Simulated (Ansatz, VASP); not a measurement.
**One calculation of ScAl3N4, two programs**

```
Sc Al N
1.0
     4.83132   -2.78713   -0.00473
    -3.22601   -0.01746   -4.94268
     3.25835    5.63915   -0.00135
Sc Al N
2 6 8
Direct
  0.35274 0.04187 0.00521
  0.94231 0.53461 0.13542
  0.83278 0.00995 0.25787
  0.34315 0.01861 0.50946
  0.84695 0.01985 0.74881
  0.41877 0.51168 0.38773
  0.92601 0.51628 0.62879
  0.42721 0.52688 0.87234
  0.60324 0.58290 0.14823
  0.14323 0.60164 0.41714
  0.63870 0.59878 0.64650
  0.13750 0.59999 0.88528
  0.73544 0.08954 0.02238
  0.19995 0.08517 0.28640
  0.71057 0.09601 0.52365
  0.21345 0.11022 0.76080
```

Change from the starting cell: polar distortion scaled by 0.70.

Alike in both runs: task single point; functional r2SCAN; k mesh 6 × 6 × 4; no spin polarisation.

|  | VASP | Ansatz |
| --- | --- | --- |
| version | VASP 6.6.1 | Ansatz 0.2.0 |
| potentials or method | VASP PAW PBE potentials, release 64 (Sc_sv, Al, N), cutoff 520 eV | scalar-relativistic, plane waves, PAW |
| occupations | gaussian, width 0.01 eV | fixed |
| valence electrons in the cell | 80 | 80 |

VASP gave:

- gap on the k mesh at the Fermi level (eV): 3.44
- least direct gap on the mesh (eV): 3.71
- pressure (GPa): 1.1
- rms of the force components (eV/Å): 0.661

Estimate Ansatz's values.

gap on the k mesh at the Fermi level (eV): 3.43; least direct gap on the mesh (eV): 3.68; pressure (GPa): 0.9; rms of the force components (eV/Å): 0.634.

VASP's potentials were made for PBE, not for r2SCAN.
